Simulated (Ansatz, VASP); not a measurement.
Two plane-wave programs on Cd

Contents of INCAR:

```
SYSTEM = Cd
PREC = Accurate
ENCUT = 520
EDIFF = 1E-7
ISMEAR = -1
SIGMA = 0.1
LREAL = .False.
LASPH = .True.
NELM = 60
ALGO = Normal
ISIF = 2
LWAVE = .False.
LCHARG = .True.
GGA = B5
ALDAX = 1.0
AGGAX = 1.0
AGGAC = 1.0
ALDAC = 0.0
LELF = .True.
LVHAR = .True.
NBANDS = 19
```

KPOINTS

```
Automatic mesh
0
Gamma
  19 19 8
  0 0 0
```

File POSCAR:

```
Cd
1.0
    3.1380367954      0.0000000000      0.0000000000
   -1.5690183977      2.7176195828      0.0000000000
    0.0000000000      0.0000000000      6.5045478823
Cd
2
Direct
    0.3333333333      0.6666666667      0.2500000000
    0.6666666667      0.3333333333      0.7500000000
```

Input for Ansatz:

```yaml
crystal:
  lattice:
    - [3.1380367935, 0.0, 0.0]
    - [-1.5690183967, 2.7176195812, 0.0]
    - [0.0, 0.0, 6.5045479948]
  atoms:
    - { symbol: Cd, position: [0.3333333333, 0.6666666667, 0.25] }
    - { symbol: Cd, position: [0.6666666667, 0.3333333333, 0.75] }
hamiltonian:
  xc: blyp
  pseudopotentials:
    kind: paw
    azcp:
      Cd: "pseudopotentials/Cd.paw.azcp"
basis:
  ecutwfc: 420
  fft_grid_basis: typed
kpoints:
  mp_grid: { grid: [19, 19, 8], shift: [0, 0, 0] }
magnetization:
  spin_polarized: false
scf:
  occupations: { method: fermi_dirac, width: 0.1 }
output:
  stress: true
```

Alike in both runs: task single point; functional BLYP; k mesh 19 × 19 × 8; occupations fermi-dirac, width 0.1 eV; no spin polarisation.

|  | VASP | Ansatz |
| --- | --- | --- |
| version | VASP 6.6.1 | Ansatz 0.2.0 |
| potentials or method | VASP PAW PBE potentials, release 64 (Cd), cutoff 520 eV | plane waves (420 eV) with PAW, scalar-relativistic |
| valence electrons in the cell | 24 | 40 |

|  | VASP | Ansatz | Ansatz less VASP |
| --- | --- | --- | --- |
| pressure (GPa) | -0.5 | -0.6 | -0.11 |
| traceless stress, the component that is largest in VASP (GPa) | 0.42 | 0.47 | +0.054 |

VASP's potentials were made for PBE, not for BLYP. VASP's potentials hold 24 valence electrons a cell and Ansatz's 40, so a difference there can come from the potentials and not from the codes.
